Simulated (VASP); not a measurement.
A run of VASP 6.6.1:

The input INCAR:

```
PREC     = Accurate       # precision mode
ENCUT    = 500            # plane-wave cutoff, eV
EDIFF    = 1E-6           # SCF threshold, eV
ISMEAR   = 0              # smearing method
SIGMA    = 0.01           # smearing width, eV
LREAL    = F              # projectors in reciprocal space
LASPH    = T              # aspherical terms in the spheres
NELM     = 120            # most SCF steps
ALGO     = Normal         # electronic algorithm
ISIF     = 2              # what is computed and relaxed
LWAVE    = F              # write WAVECAR
LCHARG   = F              # write CHGCAR
GGA      = CA             # functional
NBANDS   = 11             # bands
GGA_COMPAT= F
```

The input KPOINTS:

```
regular mesh
0
Gamma
  4 4 4
```

Contents of POSCAR:

```
AlAs
1.0
    0.0000000000      2.8304000000      2.8304000000
    2.8304000000      0.0000000000      2.8304000000
    2.8304000000      2.8304000000      0.0000000000
Al As
1 1
Direct
    0.0000000000      0.0000000000      0.0000000000
    0.2500000000      0.2500000000      0.2500000000
```

Potentials or basis: VASP PAW LDA potentials, release 64 (Al, As).

Launch:

```bash
$ cat potpaw_LDA.64/Al/POTCAR potpaw_LDA.64/As/POTCAR > POTCAR
$ mpirun -np 1 vasp_std > vasp.out
```

Hardware: 1 thread of Intel Xeon 8259CL, with other jobs on the host.

Task: Estimate the wall time of this run.

Result: Run time: 9 s on 1 thread of Intel Xeon 8259CL (shared host), peak memory 0.14 GiB. Counts: scf iterations 12, k points 8.
